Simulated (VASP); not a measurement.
# LiMg12 (a cell with a defect) in VASP: a series of runs

LiMg12 (a cell with a defect) is run at these levels: PBEsol; tasks: single point.

Everything below comes from runs of VASP 6.6.1. Logs are shortened: lines on timing, memory, paths and dates and some standing lists are left out, and cuts for length are marked.

### Step 1. The cell of the first run

The cell holds a defect, 13 atoms: a = 6.420 Å, b = 9.630 Å, c = 5.213 Å, α = 90.00°, β = 90.00°, γ = 120.00°.

### Step 2. Single point, PBEsol

INCAR

```
PREC = Accurate
ENCUT = 520
EDIFF = 1E-6
ISMEAR = -1
SIGMA = 0.1
LREAL = False
LASPH = True
NELM = 100
ALGO = Normal
ISIF = 2
LWAVE = False
LCHARG = True
GGA = PS
LELF = True
LVHAR = True
NBANDS = 26
```

KPOINTS

```
regular mesh
0
Gamma
  3 2 3
```

POSCAR

```
LiMg12
1.0
    6.4200000000      0.0000000000      0.0000000000
   -4.8150000000      8.3398250000      0.0000000000
    0.0000000000      0.0000000000      5.2130400000
Mg Li
12 1
Direct
   -0.0630511235     -0.0506725261     -0.1074996547
    0.1937064945      0.1888049210      0.5716050519
   -0.0385171010      0.3371173856      0.0781693599
    0.1806901121      0.5548557674      0.5441162930
   -0.0169201660      0.6627357289      0.0153269493
    0.1855467870      0.8752461832      0.4366933689
    0.4932794529     -0.0182857554     -0.0427965256
    0.6895526100      0.2658209255      0.5915166582
    0.4811497269      0.4427790751     -0.0246880899
    0.6806755029      0.5468819789      0.4856283474
    0.5276092781      0.7097511039      0.0928057333
    0.7589097166      1.0095535578      0.3947792459
    0.4136141521      0.1724616524      0.1538257907
```

Potentials or basis: VASP PAW PBE potentials, release 64 (Mg, Li_sv).

On the command line:

```bash
cat potpaw_PBE.64/Mg/POTCAR potpaw_PBE.64/Li_sv/POTCAR > POTCAR
mpirun -np 1 vasp_std > vasp.out
```

OUTCAR:

```text
PREC = Accurate
   ENCUT = 520
   EDIFF = 1E-6
   ISMEAR = -1
   LREAL = False
   LASPH = True
   NELM = 100
   ISIF = 2
   GGA = PS

 ion  position               nearest neighbor table
   1  0.937  0.949  0.893-   2 2.65  11 2.69   5 2.99  12 3.01  12 3.03   7 3.04  13 3.04   6 3.14
                             7 3.44   6 3.50
   2  0.194  0.189  0.572-  12 2.61  13 2.64   1 2.65   8 2.89   9 3.05   6 3.08  10 3.33   4 3.57
                             3 3.61   3 3.66
   3  0.961  0.337  0.078-   8 2.96   9 3.01   4 3.05  13 3.08   8 3.08   5 3.09  12 3.20   7 3.30
                             4 3.34   2 3.61  11 3.61   2 3.66
   4  0.181  0.555  0.544-   8 3.00   3 3.05  11 3.07   6 3.12   5 3.17  10 3.19  10 3.26   3 3.34
                             5 3.41   9 3.47  11 3.47   2 3.57
   5  0.983  0.663  0.015-   6 2.84   9 2.84  10 2.98   1 2.99   3 3.09   4 3.17   7 3.19  11 3.20
                            10 3.24  11 3.32   4 3.41   6 3.51
   6  0.186  0.875  0.437-   5 2.84  13 2.88   7 3.03   2 3.08   4 3.12   1 3.14   7 3.21  10 3.21
                            12 3.24   1 3.50   5 3.51  12 3.57   8 3.62
   7  0.493  0.982  0.957-  13 2.37  12 2.78  11 2.83   6 3.03   1 3.04   8 3.04   5 3.19   6 3.21
                             3 3.30  12 3.33   1 3.44
   8  0.690  0.266  0.592-  13 2.75  10 2.79   2 2.89  12 2.91   3 2.96   4 3.00   7 3.04   3 3.08
                             9 3.31   6 3.62
   9  0.481  0.443  0.975-  11 2.51  13 2.59  10 2.81   5 2.84  10 2.90   3 3.01   2 3.05   8 3.31
                             4 3.47
  10  0.681  0.547  0.486-   8 2.79   9 2.81   9 2.90   5 2.98  11 3.03   4 3.19   6 3.21   5 3.24
                             4 3.26   2 3.33
  11  0.528  0.710  0.093-   9 2.51   1 2.69   7 2.83  12 2.95  10 3.03   4 3.07   5 3.20   5 3.32
                             4 3.47   3 3.61
  12  0.759  0.010  0.395-   2 2.61   7 2.78   8 2.91  11 2.95   1 3.01   1 3.03   3 3.20   6 3.24
                             7 3.33   6 3.57
  13  0.414  0.172  0.154-   7 2.37   9 2.59   2 2.64   8 2.75   6 2.88   1 3.04   3 3.08

  LATTYP: Found a simple monoclinic cell.
 ALAT       =     6.4200000000
 B/A-ratio  =     0.8120000000
 C/A-ratio  =     1.3228757108
 COS(beta)  =    -0.1889822286

  Lattice vectors:

 A1 = (   6.4200000000,   0.0000000000,   0.0000000000)
 A2 = (   0.0000000000,   0.0000000000,   5.2130400000)
 A3 = (  -1.6050000000,  -8.3398250000,   0.0000000000)

Analysis of symmetry for initial positions (statically):
=====================================================================
 Subroutine PRICEL returns:
 Original cell was already a primitive cell.

 Routine SETGRP: Setting up the symmetry group for a
 simple monoclinic supercell.

 Subroutine GETGRP returns: Found  1 space group operations
 (whereof  1 operations were pure point group operations)
 out of a pool of  4 trial point group operations.

The static configuration has the point symmetry C_1 .

Analysis of symmetry for dynamics (positions and initial velocities):
=====================================================================
 Subroutine PRICEL returns:
 Original cell was already a primitive cell.

 Routine SETGRP: Setting up the symmetry group for a
 simple monoclinic supercell.

 Subroutine GETGRP returns: Found  1 space group operations
 (whereof  1 operations were pure point group operations)
 out of a pool of  4 trial point group operations.

The dynamic configuration has the point symmetry C_1 .

 Subroutine INISYM returns: Found  1 space group operations
 (whereof  1 operations are pure point group operations),
 and found     1 'primitive' translations

----------------------------------------------------------------------------------------

                                     Primitive cell

  volume of cell :     279.1149

  direct lattice vectors                    reciprocal lattice vectors
     6.420000000  0.000000000  0.000000000     0.155763240  0.089929945  0.000000000
    -4.815000000  8.339825000  0.000000000     0.000000000  0.119906593  0.000000000
     0.000000000  0.000000000  5.213040000     0.000000000  0.000000000  0.191826650

  length of vectors
     6.420000000  9.630000313  5.213040000     0.179859895  0.119906593  0.191826650

  position of ions in fractional coordinates (direct lattice)
     0.936948876  0.949327474  0.892500345
     0.193706494  0.188804921  0.571605052
[... 64 lines left out ...]
|     Results are often still useful ...                                      |
|                                                                             |
 -----------------------------------------------------------------------------

 Subroutine IBZKPT returns following result:
 ===========================================

 Found     10 irreducible k-points:

 Following reciprocal coordinates:
            Coordinates               Weight
  0.000000  0.000000  0.000000      1.000000
  0.333333  0.000000  0.000000      2.000000
  0.000000  0.500000  0.000000      1.000000
  0.333333  0.500000  0.000000      2.000000
  0.000000  0.000000  0.333333      2.000000
  0.333333  0.000000  0.333333      2.000000
 -0.333333  0.000000  0.333333      2.000000
  0.000000  0.500000  0.333333      2.000000
  0.333333  0.500000  0.333333      2.000000
 -0.333333  0.500000  0.333333      2.000000
   k-points           NKPTS =     10   k-points in BZ     NKDIM =     10   number of bands    NBANDS=     26
   number of dos      NEDOS =    301   number of ions     NIONS =     13
   total plane-waves  NPLWV = 138240
   dimension x,y,z NGX =    48 NGY =   72 NGZ =   40
   dimension x,y,z NGXF=    96 NGYF=  144 NGZF=   80
   ions per type =              12   1
   NGX,Y,Z   is equivalent  to a cutoff of  12.43, 12.43, 12.76 a.u.
   NGXF,Y,Z  is equivalent  to a cutoff of  24.86, 24.86, 25.51 a.u.
 SYSTEM =  unknown system
   PREC   = accura    normal or accurate (medium, high low for compatibility)
   ISTART =      0    job   : 0-new  1-cont  2-samecut
   ICHARG =      2    charge: 1-file 2-atom 10-const
   ISPIN  =      1    spin polarized calculation?
   LNONCOLLINEAR =      F non collinear calculations
   LSORBIT =      F    spin-orbit coupling
   LASPH  =      T    aspherical Exc in radial PAW
   ENCUT  =  520.0 eV  38.22 Ry    6.18 a.u.  11.94 17.91  9.69*2*pi/ulx,y,z
   NELM   =    100;   NELMIN=  2; NELMDL= -5     # of ELM steps
   EDIFF  = 0.1E-05   stopping-criterion for ELM
   LREAL  =      F    real-space projection
   EDIFFG = 0.1E-04   stopping-criterion for IOM
   NSW    =      0    number of steps for IOM
   IBRION =     -1    ionic relax: 0-MD 1-quasi-New 2-CG
   NFREE  =      0    steps in history (QN), initial steepest desc. (CG)
   ISIF   =      2    stress and relaxation
   ISYM   =      2    0-nonsym 1-usesym 2-fastsym
   POTIM  = 0.5000    time-step for ionic-motion
   TEBEG  =    0.0;   TEEND  =   0.0 temperature during run
   PSTRESS=    0.0 pullay stress
   NELECT =      27.0000    total number of electrons
   NUPDOWN=      -1.0000    fix difference up-down
   EMIN   =  10.00;   EMAX   =-10.00  energy-range for DOS
   EFERMI =   0.00;   METHOD = LEGACY
   ISMEAR =    -1;   SIGMA  =   0.10  broadening in eV -4-tet -1-fermi 0-gaus
   EFERMI_NEDOS =   21; number of points for ismear=-14 and -15
   IALGO  =     38    algorithm
   IMIX   =      4    mixing-type and parameters
     AMIX     =   0.40;   BMIX     =  1.00
     AMIX_MAG =   1.60;   BMIX_MAG =  1.00
  volume/ion in A,a.u.               =      21.47       144.89
  Fermi-wavevector in a.u.,A,eV,Ry     =   0.751511  1.420149  7.684136  0.564768
  Thomas-Fermi vector in A             =   1.848508
   LORBIT       =      0    0 simple, 1 ext, 2 COOP (PROOUT), +10 PAW based schemes
   GGA     = PS    functional components
   LHFCALC =     F    Hartree Fock is set to
   AEXX    =    0.0000 exact exchange contribution
   IVDW    =     0    specifies the selected vdW correction
   LEPSILON=     F    determine dielectric tensor
   LRPA    =     F    only Hartree local field effects (RPA)
 non-spin polarized calculation
  energy-cutoff  :      520.00
  volume of cell :      279.11
 maximum number of plane-waves:      7549
   NGX = 23   NGY = 35   NGZ = 19

 number of electron      27.0000003 magnetization

 Free energy of the ion-electron system (eV)
  ---------------------------------------------------
  ext. energy  EPLUGINS =         0.00000000
  ---------------------------------------------------
  free energy    TOTEN  =       -19.37882915 eV

  energy without entropy =      -19.12830346  energy(sigma->0) =      -19.25356630

 E-fermi :   2.6589     XC(G=0):  -8.5927

 val. band max:        2.6344193550   @ k =   0.3333   0.5000   0.0000
 cond. band min:       2.6724251030   @ k =   0.0000   0.0000   0.0000
 fundamental gap:      0.0380057480
 Fermi energy:         2.6589370911

 k-point     1 :       0.0000    0.0000    0.0000
  band No.  band energies     occupation
      1     -43.0865      2.00000
      2      -4.2717      2.00000
      3      -2.3775      2.00000
      4      -1.9734      2.00000
      5      -0.6951      2.00000
      6      -0.5152      2.00000
[... 269 lines left out ...]
     24       6.3048      0.00000
     25       6.5430      0.00000
 [bands above 25 left out]

------------------------ aborting loop because EDIFF is reached ----------------------------------------

  FORCE on cell =-STRESS in cart. coord.  units (eV):
  Direction    XX          YY          ZZ          XY          YZ          ZX
  --------------------------------------------------------------------------------------
  -------------------------------------------------------------------------------------
  Total        3.6704999     11.0840526      8.6419478     -0.5406405     -0.4712520     -0.8222456
  in kB       21.0694297     63.6247574     49.6065699     -3.1033882     -2.7050841     -4.7198600
  external PRESSURE =      44.7669190 kB  Pullay stress =       0.0000000 kB

 VOLUME and BASIS-vectors are now :
 -----------------------------------------------------------------------------
  energy-cutoff  :      520.00
  volume of cell :      279.11
      direct lattice vectors                 reciprocal lattice vectors
     6.420000000  0.000000000  0.000000000     0.155763240  0.089929945  0.000000000
    -4.815000000  8.339825000  0.000000000     0.000000000  0.119906593  0.000000000
     0.000000000  0.000000000  5.213040000     0.000000000  0.000000000  0.191826650

 POSITION                                       TOTAL-FORCE (eV/Angst)
 -----------------------------------------------------------------------------------
      1.44420      7.91723      4.65264         0.421682      0.030875      0.406534
      0.33450      1.57460      2.97980         0.215575      1.691355      0.073110
      4.54950      2.81150      0.40750         0.107573     -0.284334      0.011175
     -1.51160      4.62740      2.83650         0.347351      0.148223      0.316549
      3.12030      5.52710      0.07990         0.444039     -0.069766     -0.518564
     -3.02310      7.29940      2.27650        -0.061638      0.209528      0.437679
     -1.56010      8.18732      4.98994         0.068956     -0.433948     -1.159732
      3.14700      2.21690      3.08360         0.230995     -0.305594      0.332718
      0.95700      3.69270      5.08434         0.157624     -1.403976     -0.313881
      1.73670      4.56090      2.53160        -0.152791      0.569181     -0.034395
     -0.03020      5.91920      0.48380        -0.957664      0.239645      0.359966
      4.82620      0.07968      2.05800        -0.486485     -0.744790      0.114799
      1.82500      1.43830      0.80190        -0.335216      0.353600     -0.025959
 -----------------------------------------------------------------------------------
    total drift:                                0.000470      0.000295     -0.000041

  FREE ENERGIE OF THE ION-ELECTRON SYSTEM (eV)
  ---------------------------------------------------
  free  energy   TOTEN  =       -19.3788291462 eV

  energy  without entropy=      -19.1283034588  energy(sigma->0) =      -19.25356630
```

Wall time 97 s (1 thread of AMD EPYC 7R43 (Zen 3), shared host); peak memory 0.33 GiB.

What came out:

```yaml
Free_energy: -19.3788 eV
Largest_force: 1.707 eV/Å
```

Forces in eV/Å, atoms in the order of the input:
```
Mg   0.422  0.031  0.407
Mg   0.216  1.691  0.073
Mg   0.108 -0.284  0.011
Mg   0.347  0.148  0.317
Mg   0.444 -0.070 -0.519
Mg  -0.062  0.210  0.438
Mg   0.069 -0.434 -1.160
Mg   0.231 -0.306  0.333
Mg   0.158 -1.404 -0.314
Mg  -0.153  0.569 -0.034
Mg  -0.958  0.240  0.360
Mg  -0.486 -0.745  0.115
Li  -0.335  0.354 -0.026
```

Levels at points of the mesh, in eV from the Fermi level:
```
           k point  band 10  band 11  band 12  band 13  band 14  band 15  band 16  band 17
(0.00, 0.00, 0.00)    -1.34    -0.62    -0.15     0.01     0.27     0.53     0.91     1.31
(0.00, 0.50, 0.00)    -1.32    -1.16    -0.89    -0.68    -0.37    -0.07     1.59     1.81
```

Caveat: the k points lie up to 0.40 Å⁻¹ apart; the cutoff is under 1.25 times the usual one of these potentials, so pressure, stress and relaxed cells hold a basis-set (Pulay) error; the PAW data sets were made with another functional, which shifts forces and pressure a little.

### Step 3. Single point, PBEsol

INCAR

```
SYSTEM = LiMg12
PREC = Accurate ; ENCUT = 520
EDIFF = 1E-7 ; ISMEAR = -1
SIGMA = 0.1 ; LREAL = .False.
LASPH = .True. ; NELM = 100
ALGO = Normal ; ISIF = 2
LWAVE = .False. ; LCHARG = .False.
GGA = PS ; NBANDS = 26
```

KPOINTS

```
regular mesh
0
Gamma
  3 2 3
  0 0 0
```

POSCAR

```
LiMg12
1.0
    6.4200000000      0.0000000000      0.0000000000
   -4.8150000000      8.3398250000      0.0000000000
    0.0000000000      0.0000000000      5.2130400000
Mg Li
12 1
Direct
    0.0812588273      0.0250844592     -0.1239775640
    0.2215884024      0.3210379115      0.5817718644
   -0.0462507917      0.3057258396      0.1247832359
    0.2121715030      0.5718465316      0.6308603042
    0.0134292232      0.6618724014      0.0531167994
    0.0508120856      0.8394420746      0.4821371023
    0.5732874297     -0.0276624510     -0.1139833955
    0.7059308675      0.2696939084      0.6119078311
    0.5031506054      0.4156442132      0.0568190538
    0.7065192902      0.5614026673      0.5842080629
    0.5160903119      0.6887434688      0.0950501051
    0.6745067426      0.9810037980      0.4396666820
    0.3564779534      0.1403506668      0.2802395531
```

Potentials or basis: VASP PAW PBE potentials, release 64 (Mg, Li_sv).

On the command line:

```bash
cat potpaw_PBE.64/Mg/POTCAR potpaw_PBE.64/Li_sv/POTCAR > POTCAR
mpirun -np 1 vasp_std > vasp.out
```

OUTCAR:

```text
SYSTEM = LiMg12
   PREC = Accurate
   ENCUT = 520
   EDIFF = 1E-7
   ISMEAR = -1
   LREAL = .False.
   LASPH = .True.
   NELM = 100
   ISIF = 2
   GGA = PS

 ion  position               nearest neighbor table
   1  0.081  0.025  0.876-  13 2.61   6 2.66   2 2.95   7 3.04  12 3.33   5 3.43   7 3.44   3 3.45
                             9 3.49   6 3.59  11 3.63
   2  0.222  0.321  0.582-   4 2.46  13 2.78  10 2.80   3 2.90   9 2.93   1 2.95   8 3.10   9 3.15
                             3 3.28   8 3.39  12 3.48
[... 531 lines left out ...]
 VOLUME and BASIS-vectors are now :
 -----------------------------------------------------------------------------
  energy-cutoff  :      520.00
  volume of cell :      279.11
      direct lattice vectors                 reciprocal lattice vectors
     6.420000000  0.000000000  0.000000000     0.155763240  0.089929945  0.000000000
    -4.815000000  8.339825000  0.000000000     0.000000000  0.119906593  0.000000000
     0.000000000  0.000000000  5.213040000     0.000000000  0.000000000  0.191826650

 POSITION                                       TOTAL-FORCE (eV/Angst)
 -----------------------------------------------------------------------------------
      0.40090      0.20920      4.56674        -0.400433      0.143273      0.641266
     -0.12320      2.67740      3.03280         0.583908     -1.736025     -0.148009
      4.65100      2.54970      0.65050         0.020449      0.218330     -0.412025
     -1.39130      4.76910      3.28870        -0.794261      1.583175     -0.354616
     -3.10070      5.51990      0.27690         0.105131      0.127053     -0.080042
     -3.71570      7.00080      2.51340         0.693939      1.017289     -0.476376
     -1.00130      8.10912      4.61884        -1.280892     -0.031575      1.885844
      3.23350      2.24920      3.18990        -0.181869      0.248975      0.561130
      1.22890      3.46640      0.29620         0.409650     -1.082461      0.200088
      1.83270      4.68200      3.04550        -0.562666     -0.341068     -0.334311
     -0.00300      5.74400      0.49550         0.121263      0.498761      0.421001
     -0.39320      8.18140      2.29200         0.953978     -0.269902     -2.030670
      1.61280      1.17050      1.46090         0.331802     -0.375826      0.126720
 -----------------------------------------------------------------------------------
    total drift:                               -0.000367     -0.000520     -0.000123

  FREE ENERGIE OF THE ION-ELECTRON SYSTEM (eV)
  ---------------------------------------------------
  free  energy   TOTEN  =       -18.5177098405 eV

  energy  without entropy=      -18.2441124852  energy(sigma->0) =      -18.38091116
```

OSZICAR:

```text
N       E                     dE             d eps       ncg     rms          rms(c)
DAV:   1     0.387789303867E+02    0.38779E+02   -0.82950E+03   520   0.774E+02
DAV:   2    -0.130241857567E+02   -0.51803E+02   -0.48790E+02   598   0.115E+02
DAV:   3    -0.185972879960E+02   -0.55731E+01   -0.54482E+01   832   0.225E+01
DAV:   4    -0.189635912043E+02   -0.36630E+00   -0.36136E+00   768   0.607E+00
DAV:   5    -0.189715228453E+02   -0.79316E-02   -0.79280E-02   696   0.102E+00    0.278E+00
DAV:   6    -0.186125321425E+02    0.35899E+00   -0.59024E-01   612   0.228E+00    0.161E+00
DAV:   7    -0.185409035516E+02    0.71629E-01   -0.13552E-01   670   0.112E+00    0.814E-01
DAV:   8    -0.185194151320E+02    0.21488E-01   -0.21510E-02   710   0.503E-01    0.203E-01
DAV:   9    -0.185178305851E+02    0.15845E-02   -0.17951E-03   636   0.164E-01    0.516E-02
DAV:  10    -0.185177080629E+02    0.12252E-03   -0.31637E-04   618   0.626E-02    0.120E-02
DAV:  11    -0.185177087693E+02   -0.70644E-06   -0.33000E-05   694   0.225E-02    0.439E-03
DAV:  12    -0.185177093670E+02   -0.59771E-06   -0.25463E-06   734   0.609E-03    0.178E-03
DAV:  13    -0.185177097438E+02   -0.37677E-06   -0.20529E-07   444   0.204E-03    0.516E-04
DAV:  14    -0.185177098476E+02   -0.10378E-06   -0.24414E-08   314   0.834E-04    0.111E-04
DAV:  15    -0.185177098405E+02    0.70138E-08   -0.36102E-09   310   0.310E-04
   1 F= -.18517710E+02 E0= -.18380911E+02  d E =-.273597E+00
```

stdout:

```text
POSCAR found type information on POSCAR MgLi
 POSCAR found :  2 types and      13 ions
 scaLAPACK will be used
 -----------------------------------------------------------------------------
|                                                                             |
|                                                                             |
|     You enforced a specific xc type in the INCAR file but a different       |
[... 22 lines left out ...]
 -----------------------------------------------------------------------------

 POSCAR, INCAR and KPOINTS ok, starting setup
 FFT: planning ... GRIDC
 FFT: planning ... GRID_SOFT
 FFT: planning ... GRID
 WAVECAR not read
 entering main loop
```

Wall time 1.9 min (1 thread of AMD EPYC 7R43 (Zen 3), shared host); peak memory 0.32 GiB.

Results:

* Free energy: -18.5177 eV
* Largest force: 2.280 eV/Å

Forces in eV/Å, atoms in the order of the input:
```
Mg  -0.400  0.143  0.641
Mg   0.584 -1.736 -0.148
Mg   0.020  0.218 -0.412
Mg  -0.794  1.583 -0.355
Mg   0.105  0.127 -0.080
Mg   0.694  1.017 -0.476
Mg  -1.281 -0.032  1.886
Mg  -0.182  0.249  0.561
Mg   0.410 -1.082  0.200
Mg  -0.563 -0.341 -0.334
Mg   0.121  0.499  0.421
Mg   0.954 -0.270 -2.031
Li   0.332 -0.376  0.127
```

Caveat: the k points lie up to 0.40 Å⁻¹ apart; the cutoff is under 1.25 times the usual one of these potentials, so pressure, stress and relaxed cells hold a basis-set (Pulay) error; the PAW data sets were made with another functional, which shifts forces and pressure a little.
